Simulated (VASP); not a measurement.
# FeCo3 (Pm-3m) in VASP: further runs

The runs below take FeCo3 through single point, with PBEsol.

All numbers are computed with VASP 6.6.1; they aren't measurements. Logs are shortened: lines on timing, memory, paths and dates and some standing lists are left out, and cuts for length are marked.

## Step 1: The cell of the first run

The structure is cubic, space group Pm-3m (No. 221). Conventional cell: a = 3.282 Å, b = 3.282 Å, c = 3.282 Å, α = 90.00°, β = 90.00°, γ = 90.00°. Fe (site symmetry m-3m) has 12 Co at 2.32 Å within 3.1 Å. Within 3.1 Å of Co (site symmetry 4/mmm) lie 4 Fe at 2.32 Å and 8 Co at 2.32 Å.

## Step 2: Single point, PBEsol

The input, INCAR:

```
ALGO = Fast
EDIFF = 1E-6
ENCUT = 520
GGA = PS
ISIF = 2
ISMEAR = 0
LASPH = True
LCHARG = True
LELF = True
LREAL = False
LVHAR = True
LWAVE = False
NBANDS = 26
NELM = 60
PREC = Accurate
SIGMA = 0.1
```

The input, KPOINTS:

```
k-points
0
Gamma
  12 12 12
```

The input, POSCAR:

```
FeCo3
1.0
    3.2822555600      0.0000000000      0.0000000000
    0.0000000000      3.2822555600      0.0000000000
    0.0000000000      0.0000000000      3.2822555600
Fe Co
1 3
Direct
    0.0000000000      0.0000000000      0.0000000000
    0.5000000000      0.5000000000      0.0000000000
    0.5000000000      0.0000000000      0.5000000000
    0.0000000000      0.5000000000      0.5000000000
```

Potentials or basis: VASP PAW PBE potentials, release 64 (Fe, Co).

Launch:

```sh
> cat potpaw_PBE.64/Fe/POTCAR potpaw_PBE.64/Co/POTCAR > POTCAR
> mpirun -np 1 vasp_std > vasp.out
```

OUTCAR:

```text
EDIFF = 1E-6
   ENCUT = 520
   GGA = PS
   ISIF = 2
   ISMEAR = 0
   LASPH = True
   LREAL = False
   NELM = 60
   PREC = Accurate

 ion  position               nearest neighbor table
   1  0.000  0.000  0.000-   2 2.32   3 2.32   4 2.32   3 2.32   4 2.32   2 2.32   4 2.32   4 2.32
                             2 2.32   3 2.32   3 2.32   2 2.32
   2  0.500  0.500  0.000-   1 2.32   3 2.32   4 2.32   3 2.32   4 2.32   1 2.32   3 2.32   3 2.32
                             1 2.32   4 2.32   4 2.32   1 2.32
   3  0.500  0.000  0.500-   1 2.32   2 2.32   4 2.32   1 2.32   2 2.32   2 2.32   4 2.32   2 2.32
                             1 2.32   4 2.32   1 2.32   4 2.32
   4  0.000  0.500  0.500-   1 2.32   2 2.32   3 2.32   1 2.32   2 2.32   1 2.32   3 2.32   1 2.32
                             2 2.32   3 2.32   2 2.32   3 2.32

  LATTYP: Found a simple cubic cell.
 ALAT       =     3.2822555600

  Lattice vectors:

 A1 = (   3.2822555600,   0.0000000000,   0.0000000000)
 A2 = (   0.0000000000,   3.2822555600,   0.0000000000)
 A3 = (   0.0000000000,   0.0000000000,   3.2822555600)

Analysis of symmetry for initial positions (statically):
=====================================================================
 Subroutine PRICEL returns:
 Original cell was already a primitive cell.

 Routine SETGRP: Setting up the symmetry group for a
 simple cubic supercell.

 Subroutine GETGRP returns: Found 48 space group operations
 (whereof 48 operations were pure point group operations)
 out of a pool of 48 trial point group operations.

The static configuration has the point symmetry O_h .

Analysis of symmetry for dynamics (positions and initial velocities):
=====================================================================
 Subroutine PRICEL returns:
 Original cell was already a primitive cell.

 Routine SETGRP: Setting up the symmetry group for a
 simple cubic supercell.

 Subroutine GETGRP returns: Found 48 space group operations
 (whereof 48 operations were pure point group operations)
 out of a pool of 48 trial point group operations.

The dynamic configuration has the point symmetry O_h .

 Subroutine INISYM returns: Found 48 space group operations
 (whereof 48 operations are pure point group operations),
 and found     1 'primitive' translations

----------------------------------------------------------------------------------------

                                     Primitive cell

  volume of cell :      35.3604

  direct lattice vectors                    reciprocal lattice vectors
     3.282255560  0.000000000  0.000000000     0.304668537  0.000000000  0.000000000
     0.000000000  3.282255560  0.000000000     0.000000000  0.304668537  0.000000000
     0.000000000  0.000000000  3.282255560     0.000000000  0.000000000  0.304668537

  length of vectors
     3.282255560  3.282255560  3.282255560     0.304668537  0.304668537  0.304668537

  position of ions in fractional coordinates (direct lattice)
     0.000000000  0.000000000  0.000000000
     0.500000000  0.500000000  0.000000000
     0.500000000  0.000000000  0.500000000
     0.000000000  0.500000000  0.500000000

  ion indices of the primitive-cell ions
   primitive index   ion index
                 1           1
                 2           2
                 3           3
                 4           4

----------------------------------------------------------------------------------------

 KPOINTS: k-points

Automatic generation of k-mesh.
 Grid dimensions read from file:
 generate k-points for:   12   12   12

 Generating k-lattice:

  Cartesian coordinates                     Fractional coordinates (reciprocal lattice)
     0.025389045  0.000000000  0.000000000     0.083333333  0.000000000  0.000000000
     0.000000000  0.025389045  0.000000000     0.000000000  0.083333333  0.000000000
     0.000000000  0.000000000  0.025389045     0.000000000  0.000000000  0.083333333

  Length of vectors
     0.025389045  0.025389045  0.025389045

  Shift w.r.t. Gamma in fractional coordinates (k-lattice)
     0.000000000  0.000000000  0.000000000

 Subroutine IBZKPT returns following result:
 ===========================================

 Found     84 irreducible k-points:

 Following reciprocal coordinates:
            Coordinates               Weight
  0.000000  0.000000  0.000000      1.000000
  0.083333  0.000000  0.000000      6.000000
  0.166667  0.000000  0.000000      6.000000
  0.250000  0.000000  0.000000      6.000000
  0.333333  0.000000  0.000000      6.000000
  0.416667  0.000000  0.000000      6.000000
[... 16 lines left out ...]
  0.333333  0.333333  0.000000     12.000000
  0.416667  0.333333  0.000000     24.000000
 [... further k-points ...]
   k-points           NKPTS =     84   k-points in BZ     NKDIM =     84   number of bands    NBANDS=     26
   number of dos      NEDOS =    301   number of ions     NIONS =      4
   total plane-waves  NPLWV =  13824
   dimension x,y,z NGX =    24 NGY =   24 NGZ =   24
   dimension x,y,z NGXF=    48 NGYF=   48 NGZF=   48
   ions per type =               1   3
   NGX,Y,Z   is equivalent  to a cutoff of  12.16, 12.16, 12.16 a.u.
   NGXF,Y,Z  is equivalent  to a cutoff of  24.31, 24.31, 24.31 a.u.
 SYSTEM =  unknown system
   PREC   = accura    normal or accurate (medium, high low for compatibility)
   ISTART =      0    job   : 0-new  1-cont  2-samecut
   ICHARG =      2    charge: 1-file 2-atom 10-const
   ISPIN  =      1    spin polarized calculation?
   LNONCOLLINEAR =      F non collinear calculations
   LSORBIT =      F    spin-orbit coupling
   LASPH  =      T    aspherical Exc in radial PAW
   ENCUT  =  520.0 eV  38.22 Ry    6.18 a.u.   6.10  6.10  6.10*2*pi/ulx,y,z
   NELM   =     60;   NELMIN=  2; NELMDL= -5     # of ELM steps
   EDIFF  = 0.1E-05   stopping-criterion for ELM
   LREAL  =      F    real-space projection
   EDIFFG = 0.1E-04   stopping-criterion for IOM
   NSW    =      0    number of steps for IOM
   IBRION =     -1    ionic relax: 0-MD 1-quasi-New 2-CG
   NFREE  =      0    steps in history (QN), initial steepest desc. (CG)
   ISIF   =      2    stress and relaxation
   ISYM   =      2    0-nonsym 1-usesym 2-fastsym
   POTIM  = 0.5000    time-step for ionic-motion
   TEBEG  =    0.0;   TEEND  =   0.0 temperature during run
   PSTRESS=    0.0 pullay stress
   NELECT =      35.0000    total number of electrons
   NUPDOWN=      -1.0000    fix difference up-down
   EMIN   =  10.00;   EMAX   =-10.00  energy-range for DOS
   EFERMI =   0.00;   METHOD = LEGACY
   ISMEAR =     0;   SIGMA  =   0.10  broadening in eV -4-tet -1-fermi 0-gaus
   EFERMI_NEDOS =   21; number of points for ismear=-14 and -15
   IALGO  =     68    algorithm
   IMIX   =      4    mixing-type and parameters
     AMIX     =   0.40;   BMIX     =  1.00
     AMIX_MAG =   1.60;   BMIX_MAG =  1.00
  volume/ion in A,a.u.               =       8.84        59.66
  Fermi-wavevector in a.u.,A,eV,Ry     =   1.631518  3.083121 36.216667  2.661850
  Thomas-Fermi vector in A             =   2.723641
   LORBIT       =      0    0 simple, 1 ext, 2 COOP (PROOUT), +10 PAW based schemes
   GGA     = PS    functional components
   LHFCALC =     F    Hartree Fock is set to
   AEXX    =    0.0000 exact exchange contribution
   IVDW    =     0    specifies the selected vdW correction
   LEPSILON=     F    determine dielectric tensor
   LRPA    =     F    only Hartree local field effects (RPA)
 non-spin polarized calculation
 RMM-DIIS sequential band-by-band and
 Gauss-broadening in eV      SIGMA  =   0.10
  energy-cutoff  :      520.00
  volume of cell :       35.36
 maximum number of plane-waves:       976
   NGX = 13   NGY = 13   NGZ = 13

 number of electron      35.0000024 magnetization

 Free energy of the ion-electron system (eV)
  ---------------------------------------------------
  ext. energy  EPLUGINS =         0.00000000
  ---------------------------------------------------
  free energy    TOTEN  =       -31.16126712 eV

  energy without entropy =      -31.13066829  energy(sigma->0) =      -31.14596770

 E-fermi :  12.1455     XC(G=0): -14.8451

 val. band max:       12.1451205023   @ k =   0.2500   0.2500   0.0000
 cond. band min:      12.1476215498   @ k =   0.5000   0.1667   0.1667
 fundamental gap:      0.0025010475
 Fermi energy:        12.1454715723

 k-point     1 :       0.0000    0.0000    0.0000
  band No.  band energies     occupation
      1       1.9919      2.00000
      2       6.0334      2.00000
      3       6.0334      2.00000
      4       6.1170      2.00000
      5       6.8671      2.00000
      6       6.8671      2.00000
[... 18 lines left out ...]
     25      24.6933      0.00000
     26      24.7074      0.00000

 k-point     2 :       0.0833    0.0000    0.0000
  band No.  band energies     occupation
      1       2.1015      2.00000
      2       6.0743      2.00000
      3       6.1026      2.00000
      4       6.1742      2.00000
      5       6.9099      2.00000
      6       6.9181      2.00000
[... 18 lines left out ...]
     25      24.6920      0.00000
     26      24.7437      0.00000

 k-point     3 :       0.1667    0.0000    0.0000
  band No.  band energies     occupation
      1       2.4253      2.00000
      2       6.1603      2.00000
      3       6.3011      2.00000
      4       6.3568      2.00000
      5       7.0362      2.00000
      6       7.0710      2.00000
[... 18 lines left out ...]
     25      24.6894      0.00000
     26      24.7093      0.00000

 k-point     4 :       0.2500    0.0000    0.0000
  band No.  band energies     occupation
      1       2.9473      2.00000
      2       6.2277      2.00000
      3       6.6002      2.00000
      4       6.6428      2.00000
      5       7.2402      2.00000
      6       7.3254      2.00000
[... 18 lines left out ...]
     25      24.6533      0.00000
     26      24.6895      0.00000
[... 496 lines left out ...]
      1       5.8719      2.00000
      2       5.9903      2.00000
      3       7.8396      2.00000
      4       7.8726      2.00000
      5       8.3104      2.00000
      6       8.3237      2.00000
[... 18 lines left out ...]
     25      23.4665      0.00000
     26      23.6231      0.00000

 k-point    23 :       0.3333    0.3333    0.0000
  band No.  band energies     occupation
      1       5.0467      2.00000
      2       7.2517      2.00000
      3       7.2729      2.00000
      4       7.6701      2.00000
      5       7.9897      2.00000
      6       8.0727      2.00000
[... 18 lines left out ...]
     25      22.0259      0.00000
     26      25.8830      0.00000

 k-point    24 :       0.4167    0.3333    0.0000
  band No.  band energies     occupation
      1       5.7174      2.00000
      2       6.9670      2.00000
      3       7.6771      2.00000
      4       7.9302      2.00000
      5       8.1115      2.00000
      6       8.2763      2.00000
[... 18 lines left out ...]
     25      23.1859      0.00000
     26      25.8028      0.00000

 [... further k-points ...]

------------------------ aborting loop because EDIFF is reached ----------------------------------------

  FORCE on cell =-STRESS in cart. coord.  units (eV):
  Direction    XX          YY          ZZ          XY          YZ          ZX
  --------------------------------------------------------------------------------------
  -------------------------------------------------------------------------------------
  Total        9.0515082      9.0515082      9.0515082      0.0000000      0.0000000     -0.0000000
  in kB      410.1232167    410.1232167    410.1232167      0.0000000      0.0000000     -0.0000000
  external PRESSURE =     410.1232167 kB  Pullay stress =       0.0000000 kB

 VOLUME and BASIS-vectors are now :
 -----------------------------------------------------------------------------
  energy-cutoff  :      520.00
  volume of cell :       35.36
      direct lattice vectors                 reciprocal lattice vectors
     3.282255560  0.000000000  0.000000000     0.304668537  0.000000000  0.000000000
     0.000000000  3.282255560  0.000000000     0.000000000  0.304668537  0.000000000
     0.000000000  0.000000000  3.282255560     0.000000000  0.000000000  0.304668537

 POSITION                                       TOTAL-FORCE (eV/Angst)
 -----------------------------------------------------------------------------------
      0.00000      0.00000      0.00000         0.000000      0.000000      0.000000
      1.64113      1.64113      0.00000         0.000000      0.000000      0.000000
      1.64113      0.00000      1.64113         0.000000      0.000000      0.000000
      0.00000      1.64113      1.64113         0.000000      0.000000      0.000000
 -----------------------------------------------------------------------------------
    total drift:                                0.000000     -0.000000     -0.000000

  FREE ENERGIE OF THE ION-ELECTRON SYSTEM (eV)
  ---------------------------------------------------
  free  energy   TOTEN  =       -31.1612671226 eV

  energy  without entropy=      -31.1306682866  energy(sigma->0) =      -31.14596770
```

It took 26 s on 1 thread of Intel Xeon 6975P-C (Granite Rapids), shared host; peak memory 0.18 GiB.

Results:

```
Free energy            : -31.1613 eV
Pressure               : 41.0 GPa
Band gap on the k mesh : zero (an odd number of electrons rules out a gap without spin polarisation)
```

Caveat: the cell stands under pressure; the PAW data sets were made with another functional, which shifts forces and pressure a little; the run has no spin polarisation, though such a crystal can be magnetic.

## Step 3: Single point, PBEsol

This run uses another cell than the first one, of 9.50 Å³/atom.

The input, INCAR:

```
PREC = Accurate
ENCUT = 520
EDIFF = 1E-6
ISMEAR = 0
SIGMA = 0.1
LREAL = F
LASPH = T
NELM = 100
ALGO = Normal
ISIF = 2
LWAVE = F
LCHARG = F
GGA = PS
NBANDS = 26
```

The input, KPOINTS:

```
regular mesh
0
Gamma
  12 12 12
```

The input, POSCAR:

```
FeCo3
1.0
    3.3623419630      0.0000000000      0.0000000000
    0.0000000000      3.3623419630      0.0000000000
    0.0000000000      0.0000000000      3.3623419630
Fe Co
1 3
Direct
    0.0000000000      0.0000000000      0.0000000000
    0.5000000000      0.5000000000      0.0000000000
    0.5000000000      0.0000000000      0.5000000000
    0.0000000000      0.5000000000      0.5000000000
```

Potentials or basis: VASP PAW PBE potentials, release 64 (Fe, Co).

Launch:

```sh
> cat potpaw_PBE.64/Fe/POTCAR potpaw_PBE.64/Co/POTCAR > POTCAR
> mpirun -np 1 vasp_std > vasp.out
```

Wall time 44 s (1 thread of Intel Xeon 6975P-C (Granite Rapids), shared host); peak memory 0.21 GiB.

It converged, with:

```
Free energy            : -31.5766 eV
Pressure               : 11.2 GPa
Band gap on the k mesh : zero (an odd number of electrons rules out a gap without spin polarisation)
```

Levels at points of the mesh, in eV from the Fermi level:
```csv
k point,band 15,band 16,band 17,band 18,band 19,band 20,band 21,band 22
"(0.00, 0.00, 0.00)",0.58,0.58,0.64,0.64,1.01,1.01,1.01,2.99
"(0.50, 0.00, 0.00)",-0.85,-0.76,-0.76,-0.45,-0.20,0.14,0.58,1.01
"(0.50, 0.50, 0.00)",-1.35,-0.83,-0.78,-0.76,-0.43,-0.43,2.23,2.23
"(0.50, 0.50, 0.50)",-0.16,-0.16,0.32,0.32,0.32,0.66,0.66,0.66
```

Caveat: the cell stands under pressure; the PAW data sets were made with another functional, which shifts forces and pressure a little; the run has no spin polarisation, though such a crystal can be magnetic. Spin polarisation is off, so any magnetic state and its effect on volume and gap are missing.
